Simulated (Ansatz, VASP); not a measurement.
# Two plane-wave programs on Sr

The input INCAR:

```
SYSTEM = Sr
PREC = Accurate
ENCUT = 520
EDIFF = 1E-6
ISMEAR = 0
SIGMA = 0.15
LREAL = .False.
LASPH = .True.
NELM = 80
ALGO = Fast
ISIF = 2
LWAVE = .False.
LCHARG = .False.
NBANDS = 11
```

Contents of KPOINTS:

```
Automatic mesh
0
Gamma
  14 14 14
  0 0 0
```

POSCAR

```
Sr
1.0
   -2.3886250000      2.3886250000      2.3522500000
    2.3886250000     -2.3886250000      2.3522500000
    2.3886250000      2.3886250000     -2.3522500000
Sr
1
Direct
    0.0000000000      0.0000000000      0.0000000000
```

Input for Ansatz:

```yaml
crystal:
  lattice:
    - [-2.388625, 2.388625, 2.35225]
    - [2.388625, -2.388625, 2.35225]
    - [2.388625, 2.388625, -2.35225]
  atoms:
    - { symbol: Sr, position: [0.0, 0.0, 0.0] }
basis:
  ecutwfc: 420
kpoints:
  mp_grid: { grid: [14, 14, 14] }
hamiltonian:
  xc: lda
scf:
  occupations: { method: gaussian, width: 0.15 }
output:
  forces: true
  stress: true
  eigenvalues: true
```

Change from the starting cell: strain -0.015 along x and y, -0.030 along z, atoms carried along.

Alike in both runs: task single point; functional LDA; k mesh 14 × 14 × 14; occupations gaussian, width 0.15 eV; no spin polarisation.

|  | VASP | Ansatz |
| --- | --- | --- |
| version | VASP 6.6.1 | Ansatz 0.2.0 |
| potentials or method | VASP PAW LDA potentials, release 64 (Sr_sv), cutoff 520 eV | scalar-relativistic, plane waves, PAW |
| valence electrons in the cell | 10 | 10 |

```tsv
	VASP	Ansatz	Ansatz less VASP
gap on the k mesh at the Fermi level (eV)	none	none	-
pressure (GPa)	-1.3	-1.3	+0.01
```

LDA's correlation is that of Perdew and Zunger in VASP and of Perdew and Wang (1992) in Ansatz. A gap of «none» marks a metal or a gap that the smearing closes.
